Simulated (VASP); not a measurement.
# Cu in VASP: further runs, part 2 of 2

VASP 6.6.1. Earlier steps stand in the parts before.

## 6. Single point, PBEsol (zz strain of -2 %)

Contents of INCAR:

```
PREC = Accurate ; ENCUT = 520
EDIFF = 1E-6 ; ISMEAR = -1
SIGMA = 0.03 ; LREAL = F
LASPH = T ; NELM = 100
ALGO = Normal ; ISIF = 2
LWAVE = F ; LCHARG = F
GGA = PS ; NBANDS = 12
```

Contents of KPOINTS:

```
regular mesh
0
Gamma
  17 17 17
```

Contents of POSCAR:

```
Cu
1.0
    0.0000000000      1.8075000000      1.7713500000
    1.8075000000      0.0000000000      1.7713500000
    1.8075000000      1.8075000000      0.0000000000
Cu
1
Direct
    0.0000000000      0.0000000000      0.0000000000
```

Potentials or basis: VASP PAW PBE potentials, release 64 (Cu).

The run is started by

```bash
$ cat potpaw_PBE.64/Cu/POTCAR > POTCAR
$ mpirun -np 1 vasp_std > vasp.out
```

OUTCAR:

```text
PREC = Accurate
   ENCUT = 520
   EDIFF = 1E-6
   ISMEAR = -1
   LREAL = F
   LASPH = T
   NELM = 100
   ISIF = 2
   GGA = PS

 ion  position               nearest neighbor table
   1  0.000  0.000  0.000-

  LATTYP: Found a body centered tetragonal cell.
 ALAT       =     2.5561910140
 C/A-ratio  =     1.3859292911

  Lattice vectors:

 A1 = (   0.0000000000,  -1.8075000000,  -1.7713500000)
 A2 = (   0.0000000000,   1.8075000000,  -1.7713500000)
 A3 = (   1.8075000000,   0.0000000000,   1.7713500000)

Analysis of symmetry for initial positions (statically):
=====================================================================
 Subroutine PRICEL returns:
 Original cell was already a primitive cell.

 Routine SETGRP: Setting up the symmetry group for a
 body centered tetragonal supercell.

 Subroutine GETGRP returns: Found 16 space group operations
 (whereof 16 operations were pure point group operations)
 out of a pool of 16 trial point group operations.

The static configuration has the point symmetry D_4h.

Analysis of symmetry for dynamics (positions and initial velocities):
=====================================================================
 Subroutine PRICEL returns:
 Original cell was already a primitive cell.

 Routine SETGRP: Setting up the symmetry group for a
 body centered tetragonal supercell.

 Subroutine GETGRP returns: Found 16 space group operations
 (whereof 16 operations were pure point group operations)
 out of a pool of 16 trial point group operations.

The dynamic configuration has the point symmetry D_4h.

 Subroutine INISYM returns: Found 16 space group operations
 (whereof 16 operations are pure point group operations),
 and found     1 'primitive' translations

----------------------------------------------------------------------------------------

                                     Primitive cell

  volume of cell :      11.5742

  direct lattice vectors                    reciprocal lattice vectors
     0.000000000  1.807500000  1.771350000    -0.276625173  0.276625173  0.282270585
     1.807500000  0.000000000  1.771350000     0.276625173 -0.276625173  0.282270585
     1.807500000  1.807500000  0.000000000     0.276625173  0.276625173 -0.282270585

  length of vectors
     2.530758201  2.530758201  2.556191014     0.482410256  0.482410256  0.482410256

  position of ions in fractional coordinates (direct lattice)
     0.000000000  0.000000000  0.000000000

  ion indices of the primitive-cell ions
   primitive index   ion index
                 1           1

----------------------------------------------------------------------------------------

 KPOINTS: regular mesh

Automatic generation of k-mesh.
 Grid dimensions read from file:
 generate k-points for:   17   17   17

 Generating k-lattice:

  Cartesian coordinates                     Fractional coordinates (reciprocal lattice)
    -0.016272069  0.016272069  0.016604152     0.058823529  0.000000000  0.000000000
     0.016272069 -0.016272069  0.016604152     0.000000000  0.058823529  0.000000000
     0.016272069  0.016272069 -0.016604152     0.000000000  0.000000000  0.058823529

  Length of vectors
     0.028377074  0.028377074  0.028377074

  Shift w.r.t. Gamma in fractional coordinates (k-lattice)
     0.000000000  0.000000000  0.000000000

 Subroutine IBZKPT returns following result:
 ===========================================

 Found    405 irreducible k-points:

 Following reciprocal coordinates:
            Coordinates               Weight
  0.000000  0.000000  0.000000      1.000000
  0.058824 -0.000000  0.000000      8.000000
  0.117647 -0.000000  0.000000      8.000000
  0.176471  0.000000  0.000000      8.000000
  0.235294 -0.000000  0.000000      8.000000
  0.294118  0.000000  0.000000      8.000000
[... 16 lines left out ...]
 -0.176471  0.058824  0.000000      8.000000
 -0.117647  0.058824  0.000000      8.000000
 [... further k-points ...]
   k-points           NKPTS =    405   k-points in BZ     NKDIM =    405   number of bands    NBANDS=     12
   number of dos      NEDOS =    301   number of ions     NIONS =      1
   total plane-waves  NPLWV =   8000
   dimension x,y,z NGX =    20 NGY =   20 NGZ =   20
   dimension x,y,z NGXF=    40 NGYF=   40 NGZF=   40
   ions per type =               1
   NGX,Y,Z   is equivalent  to a cutoff of  13.14, 13.14, 13.01 a.u.
   NGXF,Y,Z  is equivalent  to a cutoff of  26.28, 26.28, 26.01 a.u.
 SYSTEM =  unknown system
   PREC   = accura    normal or accurate (medium, high low for compatibility)
   ISTART =      0    job   : 0-new  1-cont  2-samecut
   ICHARG =      2    charge: 1-file 2-atom 10-const
   ISPIN  =      1    spin polarized calculation?
   LNONCOLLINEAR =      F non collinear calculations
   LSORBIT =      F    spin-orbit coupling
   LASPH  =      T    aspherical Exc in radial PAW
   ENCUT  =  520.0 eV  38.22 Ry    6.18 a.u.   4.71  4.71  4.75*2*pi/ulx,y,z
   NELM   =    100;   NELMIN=  2; NELMDL= -5     # of ELM steps
   EDIFF  = 0.1E-05   stopping-criterion for ELM
   LREAL  =      F    real-space projection
   EDIFFG = 0.1E-04   stopping-criterion for IOM
   NSW    =      0    number of steps for IOM
   IBRION =     -1    ionic relax: 0-MD 1-quasi-New 2-CG
   NFREE  =      0    steps in history (QN), initial steepest desc. (CG)
   ISIF   =      2    stress and relaxation
   ISYM   =      2    0-nonsym 1-usesym 2-fastsym
   POTIM  = 0.5000    time-step for ionic-motion
   TEBEG  =    0.0;   TEEND  =   0.0 temperature during run
   PSTRESS=    0.0 pullay stress
   NELECT =      11.0000    total number of electrons
   NUPDOWN=      -1.0000    fix difference up-down
   EMIN   =  10.00;   EMAX   =-10.00  energy-range for DOS
   EFERMI =   0.00;   METHOD = LEGACY
   ISMEAR =    -1;   SIGMA  =   0.03  broadening in eV -4-tet -1-fermi 0-gaus
   EFERMI_NEDOS =   21; number of points for ismear=-14 and -15
   IALGO  =     38    algorithm
   IMIX   =      4    mixing-type and parameters
     AMIX     =   0.40;   BMIX     =  1.00
     AMIX_MAG =   1.60;   BMIX_MAG =  1.00
  volume/ion in A,a.u.               =      11.57        78.11
  Fermi-wavevector in a.u.,A,eV,Ry     =   1.609566  3.041638 35.248641  2.590702
  Thomas-Fermi vector in A             =   2.705255
   LORBIT       =      0    0 simple, 1 ext, 2 COOP (PROOUT), +10 PAW based schemes
   GGA     = PS    functional components
   LHFCALC =     F    Hartree Fock is set to
   AEXX    =    0.0000 exact exchange contribution
   IVDW    =     0    specifies the selected vdW correction
   LEPSILON=     F    determine dielectric tensor
   LRPA    =     F    only Hartree local field effects (RPA)
 non-spin polarized calculation
  energy-cutoff  :      520.00
  volume of cell :       11.57
 maximum number of plane-waves:       323
   NGX =  9   NGY =  9   NGZ =  9

 number of electron      11.0000009 magnetization

 Free energy of the ion-electron system (eV)
  ---------------------------------------------------
  ext. energy  EPLUGINS =         0.00000000
  ---------------------------------------------------
  free energy    TOTEN  =        -4.30549984 eV

  energy without entropy =       -4.30456198  energy(sigma->0) =       -4.30503091

 E-fermi :   7.7126     XC(G=0): -13.0272

 val. band max:        7.6904440091   @ k =  -0.3529   0.1765   0.0000
 cond. band min:       7.7127244966   @ k =  -0.0588   0.4118   0.3529
 fundamental gap:      0.0222804875
 Fermi energy:         7.7125814837

 k-point     1 :       0.0000    0.0000    0.0000
  band No.  band energies     occupation
      1      -1.8922      2.00000
      2       4.5211      2.00000
      3       4.5211      2.00000
      4       4.6200      2.00000
      5       5.3593      2.00000
      6       5.4606      2.00000
      7      30.4051      0.00000
      8      33.1408      0.00000
      9      33.1408      0.00000
     10      33.2332      0.00000
     11      35.6264      0.00000
     12      35.6855      0.00000

 k-point     2 :       0.0588   -0.0000    0.0000
  band No.  band energies     occupation
      1      -1.7642      2.00000
      2       4.5070      2.00000
      3       4.5459      2.00000
      4       4.6308      2.00000
      5       5.3508      2.00000
      6       5.4493      2.00000
      7      29.6796      0.00000
      8      31.6961      0.00000
      9      32.7240      0.00000
     10      32.8059      0.00000
     11      36.2274      0.00000
     12      36.2725      0.00000
[... 316 lines left out ...]
 k-point    24 :      -0.1176    0.0588    0.0000
  band No.  band energies     occupation
      1      -1.1040      2.00000
      2       4.3679      2.00000
      3       4.6563      2.00000
      4       4.7467      2.00000
      5       5.2583      2.00000
      6       5.4848      2.00000
      7      26.1445      0.00000
      8      28.7625      0.00000
      9      32.2488      0.00000
     10      33.5614      0.00000
     11      35.9465      0.00000
     12      36.5747      0.00000

 [... further k-points ...]
[... 5 lines left out ...]
  --------------------------------------------------------------------------------------
  -------------------------------------------------------------------------------------
  Total       -0.2520028     -0.2520028     -0.1639359      0.0000000      0.0000000      0.0000000
  in kB      -34.8838986    -34.8838986    -22.6930981      0.0000000      0.0000000      0.0000000
  external PRESSURE =     -30.8202984 kB  Pullay stress =       0.0000000 kB

 VOLUME and BASIS-vectors are now :
 -----------------------------------------------------------------------------
  energy-cutoff  :      520.00
  volume of cell :       11.57
      direct lattice vectors                 reciprocal lattice vectors
     0.000000000  1.807500000  1.771350000    -0.276625173  0.276625173  0.282270585
     1.807500000  0.000000000  1.771350000     0.276625173 -0.276625173  0.282270585
     1.807500000  1.807500000  0.000000000     0.276625173  0.276625173 -0.282270585

 POSITION                                       TOTAL-FORCE (eV/Angst)
 -----------------------------------------------------------------------------------
      0.00000      0.00000      0.00000         0.000000      0.000000      0.000000
 -----------------------------------------------------------------------------------
    total drift:                               -0.000000     -0.000000     -0.000000

  FREE ENERGIE OF THE ION-ELECTRON SYSTEM (eV)
  ---------------------------------------------------
  free  energy   TOTEN  =        -4.3054998353 eV

  energy  without entropy=       -4.3045619770  energy(sigma->0) =       -4.30503091
```

OSZICAR:

```text
N       E                     dE             d eps       ncg     rms          rms(c)
DAV:   1     0.411908266879E+02    0.41191E+02   -0.53975E+03 10932   0.153E+03
DAV:   2    -0.407072462468E+01   -0.45262E+02   -0.41481E+02  9984   0.204E+02
DAV:   3    -0.539115292147E+01   -0.13204E+01   -0.13094E+01 11328   0.397E+01
DAV:   4    -0.539933191790E+01   -0.81790E-02   -0.81779E-02 10912   0.276E+00
DAV:   5    -0.539940247211E+01   -0.70554E-04   -0.70554E-04 11580   0.261E-01    0.840E+00
DAV:   6    -0.475186684446E+01    0.64754E+00   -0.17354E+01 11556   0.792E+01    0.427E+00
DAV:   7    -0.432002988838E+01    0.43184E+00   -0.26688E+00 11576   0.309E+01    0.596E-01
DAV:   8    -0.430711353119E+01    0.12916E-01   -0.52657E-03 10924   0.102E+00    0.298E-01
DAV:   9    -0.430549098490E+01    0.16225E-02   -0.87718E-03 12136   0.159E+00    0.214E-02
DAV:  10    -0.430549890006E+01   -0.79152E-05   -0.26391E-05 13360   0.780E-02    0.769E-03
DAV:  11    -0.430549983529E+01   -0.93523E-06   -0.96019E-07  8092   0.201E-02
   1 F= -.43054998E+01 E0= -.43050309E+01  d E =-.937858E-03
```

stdout:

```text
POSCAR found type information on POSCAR Cu
 POSCAR found :  1 types and       1 ions
 scaLAPACK will be used
 -----------------------------------------------------------------------------
|                                                                             |
|                                                                             |
|     You enforced a specific xc type in the INCAR file but a different       |
|     I HOPE YOU KNOW WHAT YOU ARE DOING!                                     |
|                                                                             |
 -----------------------------------------------------------------------------

 LDA part: xc-table for (Slater+PW92), standard interpolation
 POSCAR, INCAR and KPOINTS ok, starting setup
 FFT: planning ... GRIDC
 FFT: planning ... GRID_SOFT
 FFT: planning ... GRID
 WAVECAR not read
 entering main loop
```

It took 58 s on 1 thread of AMD EPYC 7R13, shared host; peak memory 0.14 GiB.

What came out:

- Free energy: -4.3055 eV
- Pressure: -3.1 GPa

Levels at points of the mesh, in eV from the Fermi level:
```
           k point  band 3  band 4  band 5  band 6  band 7  band 8  band 9  band 10
(0.00, 0.00, 0.00)   -3.19   -3.09   -2.35   -2.25   22.69   25.43   25.43    25.52
```

Caveat: the cell differs from its parent crystal (zz strain of -2 %); the PAW data sets were made with another functional, which shifts forces and pressure a little.

## 7. Overview

| cell | gap on the mesh (eV) | pressure (GPa) |
| --- | --- | --- |
| a = 2.522 Å, angles 60.0°, 1 atom | none | 0.2 |
| a = 2.548 Å, angles 60.0°, 1 atom | none | -4.6 |
| a = 2.573 Å, angles 60.0°, 1 atom | none | -8.5 |
| a = 2.606 Å, angles 60.0°, 1 atom | none | -12.7 |
| a = 2.531, b = 2.531, c = 2.556 Å, angles 59.7, 59.7, 60.7°, 1 atom | none | -3.1 |

Alike in all rows: task single point; level PBEsol; potentials or basis VASP PAW PBE potentials, release 64 (Cu); no spin polarisation; k mesh 17 × 17 × 17; cutoff (eV) 520; smearing fermi-dirac 0.03 eV.

Caveats: the PAW data sets were made with another functional, which shifts forces and pressure a little.

Total energies depend on the potentials used, so only differences within one code and one set of settings carry meaning.
